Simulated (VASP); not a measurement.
GaP:

```xyz
2
Lattice="0.0000 2.7252 2.7252 2.7252 0.0000 2.7252 2.7252 2.7252 0.0000" Properties=species:S:1:pos:R:3 pbc="T T T"
Ga    0.0000    0.0000    0.0000
P     4.0879    4.0879    4.0879
```

Base run:

```yaml
Program: VASP 6.6.1
Functional: PBEsol
Potentials_or_basis: VASP PAW PBE potentials, release 64 (Ga_d, P)
Cutoff: 520 eV
k_mesh: 6 × 6 × 6
Occupations: fermi-dirac, width 0.05 eV
Spin: no spin polarisation
```

Its results: band gap on the k mesh 1.51 eV (least direct gap 1.75 eV); pressure -0.6 GPa.

Q: After a change of settings the same cell gave: band gap on the k mesh 2.29 eV (least direct gap 2.80 eV); pressure 0.6 GPa. Which change was it?
A. functional from PBEsol to PBE0
B. functional from PBEsol to HF; k mesh from 6 × 6 × 6 to 4 × 4 × 4
C. functional from PBEsol to r2SCAN-based global hybrid with 35 % exact exchange; k mesh from 6 × 6 × 6 to 5 × 5 × 5
D. functional from PBEsol to HSE06

A: D.

Caveats: the PAW data sets were made with another functional, which shifts forces and pressure a little.
